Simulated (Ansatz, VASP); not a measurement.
CaO in VASP and in Ansatz

```
CELL_PARAMETERS angstrom
0.00000 2.39745 2.39745
2.39745 0.00000 2.39745
2.39745 2.39745 0.00000
ATOMIC_POSITIONS crystal
Ca 0.00000 0.00000 0.00000
O 0.50000 0.50000 0.50000
```

Alike in both runs: functional r2SCAN; k mesh 8 × 8 × 8; occupations gaussian, width 0.02 eV; no spin polarisation.

Ansatz relaxed the structure, and its values are those at the end. VASP's run is a single point on that final structure, the one shown.

```csv
,VASP,Ansatz
version,VASP 6.6.1,Ansatz 0.2.0
potentials or method,"VASP PAW PBE potentials, release 64 (Ca_sv, O), cutoff 520 eV","scalar-relativistic, plane waves, PAW"
valence electrons in the cell,16,16
```

|  | VASP | Ansatz | Ansatz less VASP |
| --- | --- | --- | --- |
| gap on the k mesh at the Fermi level (eV) | 4.19 | 4.20 | +0.012 |
| least direct gap on the mesh (eV) | 4.56 | 4.57 | +0.015 |
| pressure (GPa) | 1.1 | 0.0 | -1.08 |

VASP's potentials were made for PBE, not for r2SCAN.
